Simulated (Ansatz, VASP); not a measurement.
# One calculation of HfMoC2, two programs

```
Hf Mo C
1.0
     3.18658    0.00000    0.00000
     0.00000    3.18658    0.00000
     0.00000    0.00000    4.47972
Hf Mo C
1 1 2
Direct
  0.00000 0.00000 0.00000
  0.50000 0.50000 0.50000
  0.00000 0.00000 0.50000
  0.50000 0.50000 0.00000
```

Alike in both runs: functional PBE; k mesh 14 × 14 × 10; occupations gaussian, width 0.1 eV; no spin polarisation.

Ansatz relaxed the structure, and its values are those at the end. VASP's run is a single point on that final structure, the one shown.

|  | VASP | Ansatz |
| --- | --- | --- |
| version | VASP 6.6.1 | Ansatz 0.2.0 |
| potentials or method | VASP PAW PBE potentials, release 64 (Hf_pv, Mo_sv, C), cutoff 520 eV | scalar-relativistic, plane waves, PAW |
| valence electrons in the cell | 32 | 48 |

```tsv
	VASP	Ansatz	Ansatz less VASP
gap on the k mesh at the Fermi level (eV)	none	none	-
pressure (GPa)	-0.1	0.0	+0.09
```

A gap of «none» marks a metal or a gap that the smearing closes. The functional is the same, so the differences come from potentials, cutoffs and numerics. VASP's potentials hold 32 valence electrons a cell and Ansatz's 48, so a difference there can come from the potentials and not from the codes.

Spin-orbit coupling is off throughout.
